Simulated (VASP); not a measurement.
Here is a VASP 6.6.1 calculation.

Contents of INCAR:

```
ALGO = Normal ; DIPOL = 0.5 0.5 0.500
EDIFF = 1E-6 ; ENCUT = 520
GGA = PE ; IDIPOL = 3
ISIF = 2 ; ISMEAR = 0
LASPH = True ; LCHARG = False
LDIPOL = True ; LREAL = False
LWAVE = False ; NBANDS = 34
NELM = 60 ; PREC = Accurate
SIGMA = 0.05
```

Contents of KPOINTS:

```
k-points
0
Gamma
  8 8 1
```

POSCAR

```
B5P6
1.0
    3.2161364111      0.0000000000      0.0000000000
    0.0000000000      3.2161364111      0.0000000000
    0.0000000000      0.0000000000     26.3707593275
P B
6 5
Direct
    0.0000000000      0.5000000000      0.2850203461
    0.5000000000      0.0000000000      0.3709598304
    0.0000000000      0.5000000000      0.4568269718
    0.5000000000      0.0000000000      0.5431730322
    0.0000000000      0.5000000000      0.6290401687
    0.5000000000      0.0000000000      0.7149796495
    0.5000000000      0.5000000000      0.3278473335
    0.0000000000      0.0000000000      0.4138355152
    0.5000000000      0.5000000000      0.5000000013
    0.0000000000      0.0000000000      0.5861644865
    0.5000000000      0.5000000000      0.6721526648
```

Potentials or basis: VASP PAW PBE potentials, release 64 (P, B).

Launch:

```console
$ cat potpaw_PBE.64/P/POTCAR potpaw_PBE.64/B/POTCAR > POTCAR
$ mpirun -np 1 vasp_std > vasp.out
```

**Question.** What does it give for the largest force?

**Answer.** 0.019 eV/Å.

Forces in eV/Å, atoms in the order of the input:
```
P    0.000  0.000  0.019
P    0.000  0.000  0.009
P    0.000  0.000  0.002
P    0.000  0.000 -0.002
P    0.000  0.000 -0.009
P    0.000  0.000 -0.019
B    0.000  0.000 -0.016
B    0.000  0.000 -0.004
B    0.000  0.000  0.000
B    0.000  0.000  0.004
B    0.000  0.000  0.016
```
